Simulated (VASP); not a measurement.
# CdSnTe2 (R-3m) in VASP: a series of runs, part 2 of 2

VASP 6.6.1.

### Step 3. Single point, LDA

Input file INCAR:

```
SYSTEM = CdSnTe2
PREC = Accurate
ENCUT = 520
EDIFF = 1E-6
ISMEAR = 0
SIGMA = 0.1
LREAL = .False.
LASPH = .True.
NELM = 100
ALGO = Normal
ISIF = 2
LWAVE = .False.
LCHARG = .False.
NBANDS = 27
```

Input file KPOINTS:

```
regular mesh
0
Gamma
  6 6 6
  0 0 0
```

Input file POSCAR:

```
CdSnTe2
1.0
    2.2419870046      1.2944118006      7.1076178158
   -2.2419870046      1.2944118006      7.1076178158
    0.0000000000     -2.5888236013      7.1076178158
Te Sn Cd
2 1 1
Direct
    0.2544020000      0.2544020000      0.2544020000
    0.7455980000      0.7455980000      0.7455980000
    0.5000000000      0.5000000000      0.5000000000
    0.0000000000      0.0000000000      0.0000000000
```

Potentials or basis: VASP PAW LDA potentials, release 64 (Te, Sn_d, Cd).

Run with:

```bash
$ cat potpaw_LDA.64/Te/POTCAR potpaw_LDA.64/Sn_d/POTCAR potpaw_LDA.64/Cd/POTCAR > POTCAR
$ mpirun -np 1 vasp_std > vasp.out
```

OUTCAR:

```text
SYSTEM = CdSnTe2
   PREC = Accurate
   ENCUT = 520
   EDIFF = 1E-6
   ISMEAR = 0
   LREAL = .False.
   LASPH = .True.
   NELM = 100
   ISIF = 2

 ion  position               nearest neighbor table
   1  0.254  0.254  0.254-   4 3.09   4 3.09   4 3.09   3 3.19   3 3.19   3 3.19
   2  0.746  0.746  0.746-   4 3.09   4 3.09   4 3.09   3 3.19   3 3.19   3 3.19
   3  0.500  0.500  0.500-   1 3.19   1 3.19   2 3.19   2 3.19   1 3.19   2 3.19
   4  0.000  0.000  0.000-   2 3.09   2 3.09   1 3.09   1 3.09   2 3.09   1 3.09

  LATTYP: Found a trigonal (rhomboedric) cell.
 ALAT       =     7.5644060344
 COS(alpha) =     0.8243102145

  Lattice vectors:

 A1 = (   2.2419870046,   1.2944118006,   7.1076178158)
 A2 = (  -2.2419870046,   1.2944118006,   7.1076178158)
 A3 = (   0.0000000000,  -2.5888236013,   7.1076178158)

Analysis of symmetry for initial positions (statically):
=====================================================================
 Subroutine PRICEL returns:
 Original cell was already a primitive cell.

 Routine SETGRP: Setting up the symmetry group for a
 trigonal (rhombohedral) supercell.

 Subroutine GETGRP returns: Found 12 space group operations
 (whereof 12 operations were pure point group operations)
 out of a pool of 12 trial point group operations.

The static configuration has the point symmetry D_3d.

Analysis of symmetry for dynamics (positions and initial velocities):
=====================================================================
 Subroutine PRICEL returns:
 Original cell was already a primitive cell.

 Routine SETGRP: Setting up the symmetry group for a
 trigonal (rhombohedral) supercell.

 Subroutine GETGRP returns: Found 12 space group operations
 (whereof 12 operations were pure point group operations)
 out of a pool of 12 trial point group operations.

The dynamic configuration has the point symmetry D_3d.

 Subroutine INISYM returns: Found 12 space group operations
 (whereof 12 operations are pure point group operations),
 and found     1 'primitive' translations

----------------------------------------------------------------------------------------

                                     Primitive cell

  volume of cell :     123.7602

  direct lattice vectors                    reciprocal lattice vectors
     2.241987005  1.294411801  7.107617816     0.223016458  0.128758612  0.046898038
    -2.241987005  1.294411801  7.107617816    -0.223016458  0.128758612  0.046898038
     0.000000000 -2.588823601  7.107617816     0.000000000 -0.257517224  0.046898038

  length of vectors
     7.564406034  7.564406034  7.564406034     0.261752835  0.261752835  0.261752835

  position of ions in fractional coordinates (direct lattice)
     0.254402000  0.254402000  0.254402000
     0.745598000  0.745598000  0.745598000
     0.500000000  0.500000000  0.500000000
     0.000000000  0.000000000  0.000000000

  ion indices of the primitive-cell ions
   primitive index   ion index
                 1           1
                 2           2
                 3           3
                 4           4

----------------------------------------------------------------------------------------

 KPOINTS: regular mesh

Automatic generation of k-mesh.
 Grid dimensions read from file:
 generate k-points for:    6    6    6

 Generating k-lattice:

  Cartesian coordinates                     Fractional coordinates (reciprocal lattice)
     0.037169410  0.021459769  0.007816340     0.166666667  0.000000000  0.000000000
    -0.037169410  0.021459769  0.007816340     0.000000000  0.166666667  0.000000000
     0.000000000 -0.042919537  0.007816340    -0.000000000 -0.000000000  0.166666667

  Length of vectors
     0.043625472  0.043625472  0.043625472

  Shift w.r.t. Gamma in fractional coordinates (k-lattice)
     0.000000000  0.000000000  0.000000000

 Subroutine IBZKPT returns following result:
 ===========================================

 Found     32 irreducible k-points:

 Following reciprocal coordinates:
            Coordinates               Weight
  0.000000  0.000000  0.000000      1.000000
  0.166667  0.000000  0.000000      6.000000
  0.333333 -0.000000  0.000000      6.000000
  0.500000 -0.000000 -0.000000      3.000000
  0.166667  0.166667  0.000000      6.000000
  0.333333  0.166667 -0.000000     12.000000
[... 16 lines left out ...]
  0.500000  0.500000  0.166667      6.000000
 -0.333333  0.500000  0.166667     12.000000
 [... further k-points ...]
   k-points           NKPTS =     32   k-points in BZ     NKDIM =     32   number of bands    NBANDS=     27
   number of dos      NEDOS =    301   number of ions     NIONS =      4
   total plane-waves  NPLWV = 175616
   dimension x,y,z NGX =    56 NGY =   56 NGZ =   56
   dimension x,y,z NGXF=   112 NGYF=  112 NGZF=  112
   ions per type =               2   1   1
   NGX,Y,Z   is equivalent  to a cutoff of  12.31, 12.31, 12.31 a.u.
   NGXF,Y,Z  is equivalent  to a cutoff of  24.61, 24.61, 24.61 a.u.
 SYSTEM =  CdSnTe2
   PREC   = accura    normal or accurate (medium, high low for compatibility)
   ISTART =      0    job   : 0-new  1-cont  2-samecut
   ICHARG =      2    charge: 1-file 2-atom 10-const
   ISPIN  =      1    spin polarized calculation?
   LNONCOLLINEAR =      F non collinear calculations
   LSORBIT =      F    spin-orbit coupling
   LASPH  =      T    aspherical Exc in radial PAW
   ENCUT  =  520.0 eV  38.22 Ry    6.18 a.u.  14.06 14.06 14.06*2*pi/ulx,y,z
   NELM   =    100;   NELMIN=  2; NELMDL= -5     # of ELM steps
   EDIFF  = 0.1E-05   stopping-criterion for ELM
   LREAL  =      F    real-space projection
   EDIFFG = 0.1E-04   stopping-criterion for IOM
   NSW    =      0    number of steps for IOM
   IBRION =     -1    ionic relax: 0-MD 1-quasi-New 2-CG
   NFREE  =      0    steps in history (QN), initial steepest desc. (CG)
   ISIF   =      2    stress and relaxation
   ISYM   =      2    0-nonsym 1-usesym 2-fastsym
   POTIM  = 0.5000    time-step for ionic-motion
   TEBEG  =    0.0;   TEEND  =   0.0 temperature during run
   PSTRESS=    0.0 pullay stress
   NELECT =      38.0000    total number of electrons
   NUPDOWN=      -1.0000    fix difference up-down
   EMIN   =  10.00;   EMAX   =-10.00  energy-range for DOS
   EFERMI =   0.00;   METHOD = LEGACY
   ISMEAR =     0;   SIGMA  =   0.10  broadening in eV -4-tet -1-fermi 0-gaus
   EFERMI_NEDOS =   21; number of points for ismear=-14 and -15
   IALGO  =     38    algorithm
   IMIX   =      4    mixing-type and parameters
     AMIX     =   0.40;   BMIX     =  1.00
     AMIX_MAG =   1.60;   BMIX_MAG =  1.00
  volume/ion in A,a.u.               =      30.94       208.79
  Fermi-wavevector in a.u.,A,eV,Ry     =   1.104441  2.087090 16.596241  1.219789
  Thomas-Fermi vector in A             =   2.240914
   LORBIT       =      0    0 simple, 1 ext, 2 COOP (PROOUT), +10 PAW based schemes
   GGA     = CA    functional components
   LHFCALC =     F    Hartree Fock is set to
   AEXX    =    0.0000 exact exchange contribution
   IVDW    =     0    specifies the selected vdW correction
   LEPSILON=     F    determine dielectric tensor
   LRPA    =     F    only Hartree local field effects (RPA)
 non-spin polarized calculation
 Gauss-broadening in eV      SIGMA  =   0.10
  energy-cutoff  :      520.00
  volume of cell :      123.76
 maximum number of plane-waves:      3356
   NGX = 29   NGY = 29   NGZ = 29

 number of electron      38.0000000 magnetization

 Free energy of the ion-electron system (eV)
  ---------------------------------------------------
  ext. energy  EPLUGINS =         0.00000000
  ---------------------------------------------------
  free energy    TOTEN  =       -14.48244305 eV

  energy without entropy =      -14.47805160  energy(sigma->0) =      -14.48024733

 E-fermi :   4.9747     XC(G=0):  -9.7051

 val. band max:        4.8726823350   @ k =   0.3333   0.1667   0.1667
 cond. band min:       4.9883717772   @ k =  -0.1667   0.1667   0.0000
 fundamental gap:      0.1156894422
 Fermi energy:         4.9747406247

 k-point     1 :       0.0000    0.0000    0.0000
  band No.  band energies     occupation
      1     -16.5547      2.00000
      2     -16.5547      2.00000
      3     -16.5446      2.00000
      4     -16.5436      2.00000
      5     -16.5436      2.00000
      6      -7.0979      2.00000
[... 19 lines left out ...]
     26      10.5020      0.00000
     27      10.6567      0.00000
[... 667 lines left out ...]
      5     -16.5391      2.00000
      6      -6.0502      2.00000
[... 19 lines left out ...]
     26      10.9950      0.00000
     27      11.2904      0.00000

 [... further k-points ...]
[... 5 lines left out ...]
  --------------------------------------------------------------------------------------
  -------------------------------------------------------------------------------------
  Total       -3.2566489     -3.2566489     -3.0110942      0.0000000      0.0000000      0.0000000
  in kB      -42.1600043    -42.1600043    -38.9810962      0.0000000      0.0000000      0.0000000
  external PRESSURE =     -41.1003683 kB  Pullay stress =       0.0000000 kB

 VOLUME and BASIS-vectors are now :
 -----------------------------------------------------------------------------
  energy-cutoff  :      520.00
  volume of cell :      123.76
      direct lattice vectors                 reciprocal lattice vectors
     2.241987005  1.294411801  7.107617816     0.223016458  0.128758612  0.046898038
    -2.241987005  1.294411801  7.107617816    -0.223016458  0.128758612  0.046898038
     0.000000000 -2.588823601  7.107617816     0.000000000 -0.257517224  0.046898038

 POSITION                                       TOTAL-FORCE (eV/Angst)
 -----------------------------------------------------------------------------------
      0.00000     -0.00000      5.42458        -0.000000     -0.000000      0.072872
      0.00000     -0.00000     15.89828        -0.000000      0.000000     -0.072872
      0.00000     -0.00000     10.66143        -0.000000     -0.000000     -0.000000
      0.00000      0.00000      0.00000         0.000000      0.000000      0.000000
 -----------------------------------------------------------------------------------
    total drift:                                0.000000      0.000000      0.000000

  FREE ENERGIE OF THE ION-ELECTRON SYSTEM (eV)
  ---------------------------------------------------
  free  energy   TOTEN  =       -14.4824430499 eV

  energy  without entropy=      -14.4780516003  energy(sigma->0) =      -14.48024733
```

OSZICAR:

```text
N       E                     dE             d eps       ncg     rms          rms(c)
DAV:   1     0.304294026248E+03    0.30429E+03   -0.17575E+04  1739   0.150E+03
DAV:   2     0.177352784374E+02   -0.28656E+03   -0.27743E+03  1763   0.396E+02
DAV:   3    -0.136207729852E+02   -0.31356E+02   -0.30705E+02  2121   0.120E+02
DAV:   4    -0.148108914609E+02   -0.11901E+01   -0.11850E+01  1985   0.227E+01
DAV:   5    -0.148457792629E+02   -0.34888E-01   -0.34884E-01  2438   0.432E+00    0.644E+00
DAV:   6    -0.145091440366E+02    0.33664E+00   -0.66773E-01  1927   0.738E+00    0.498E+00
DAV:   7    -0.144855617187E+02    0.23582E-01   -0.20696E-01  2036   0.226E+00    0.172E+00
DAV:   8    -0.144826790808E+02    0.28826E-02   -0.22876E-02  1844   0.129E+00    0.430E-01
DAV:   9    -0.144825019755E+02    0.17711E-03   -0.24126E-03  1996   0.417E-01    0.868E-02
DAV:  10    -0.144824384208E+02    0.63555E-04   -0.32256E-04  1882   0.152E-01    0.376E-02
DAV:  11    -0.144824429993E+02   -0.45785E-05   -0.50156E-05  2011   0.423E-02    0.225E-02
DAV:  12    -0.144824430499E+02   -0.50655E-07   -0.24857E-06  1742   0.940E-03
   1 F= -.14482443E+02 E0= -.14480247E+02  d E =-.439145E-02
```

stdout:

```text
POSCAR found type information on POSCAR TeSnCd
 POSCAR found :  3 types and       4 ions
 scaLAPACK will be used
 LDA part: xc-table for (Slater(with rela. corr.)+CA(PZ))
 , standard interpolation
 POSCAR, INCAR and KPOINTS ok, starting setup
 FFT: planning ... GRIDC
 FFT: planning ... GRID_SOFT
 FFT: planning ... GRID
 WAVECAR not read
 entering main loop
```

Wall time 2.9 min (1 thread of Intel Xeon Platinum 8488C (Sapphire Rapids), shared host); peak memory 0.39 GiB.

What came out:

```yaml
Free_energy: -14.4824 eV
Pressure: -4.1 GPa
Largest_force: 0.073 eV/Å
Band_gap_on_the_k_mesh: zero (band 19 reaches 5.02 eV, above the bottom of band 20 at 4.51 eV)
```

Forces in eV/Å, atoms in the order of the input:
```
Te   0.000  0.000  0.073
Te   0.000  0.000 -0.073
Sn   0.000  0.000  0.000
Cd   0.000  0.000  0.000
```

Stress tensor (GPa, compression positive):
```
-4.22  0.00  0.00
 0.00 -4.22  0.00
 0.00  0.00 -3.90
```

Caveat: spin-orbit coupling is left out, which moves the levels of the heavy elements.
